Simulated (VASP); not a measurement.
Ga11Cu9Se20 (a cell with a defect), 40 atoms in the cell. The cell holds a defect, 40 atoms: a = 10.589 Å, b = 10.589 Å, c = 10.589 Å, α = 106.42°, β = 106.42°, γ = 115.76°. 

* Program: VASP 6.6.1
* Task: single point
* Functional: PBE
* Potentials or basis: VASP PAW PBE potentials, release 64 (Ga_d, Cu, Se)
* Cutoff: 520 eV
* k mesh: 3 × 3 × 3
* Occupations: gaussian, width 0.1 eV
* Spin: no spin polarisation
* Dipole correction: no
* Further INCAR settings: LREAL = Auto; ALGO = Normal; EDIFF = 1e-07; NBANDS = 207

Potentials or basis: VASP PAW PBE potentials, release 64 (Ga_d, Cu, Se).

Run with:

```console
$ cat potpaw_PBE.64/Ga_d/POTCAR potpaw_PBE.64/Cu/POTCAR potpaw_PBE.64/Se/POTCAR > POTCAR
$ mpirun -np 1 vasp_std > vasp.out
```

Hardware: 1 thread of Intel(R) Xeon(R) 6975P-C (Granite Rapids) (shared host).

Problem. How long does it take, and how much memory?

Solution. Wall time 46 min on 1 thread of Intel(R) Xeon(R) 6975P-C (Granite Rapids), on a shared host, peak memory 1.4 GiB. Counts: scf iterations 21, k points 6.
